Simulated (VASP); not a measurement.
Runs of VASP 6.6.1 on Ag. The structure is that of space group Fm-3m (No. 225), or close to it. The cells are those of the table. 

| task | cell | k mesh | cutoff (eV) | gap on the mesh (eV) | pressure (GPa) | relaxed volume (Å³/atom) |
| --- | --- | --- | --- | --- | --- | --- |
| single point | a = 3.016 Å, angles 60.0°, 1 atom | 8 × 8 × 8 | 500 | none | -11.1 | - |
| relaxation of cell and atoms | relaxed from a = 3.016 Å, angles 60.0°, 1 atom | 8 × 8 × 8 | 500 | none | 0.0 | 16.71 |
| single point | a = 2.867 Å, angles 60.0°, 1 atom | 18 × 18 × 18 | 520 | none | -0.2 | - |
| single point | a = 2.869 Å, angles 60.0°, 1 atom | 8 × 8 × 8 | 500 | none | (b) | - |
| relaxation of cell and atoms | relaxed from a = 2.869 Å, angles 60.0°, 1 atom | 18 × 18 × 18 | 600 | none | 0.0 | (a) |

Alike in all rows: level PBEsol; potentials or basis VASP PAW PBE potentials, release 64 (Ag); no spin polarisation; smearing gaussian 0.1 eV.

Q: Fill in the values left out.

A: (a) 16.63; (b) 0.2.

Caveats: the PAW data sets were made with another functional, which shifts forces and pressure a little.

A k mesh can miss the band edges, and the runs leave out spin-orbit coupling on Ag.

A gap of «none» marks levels without a gap at the run's occupations.
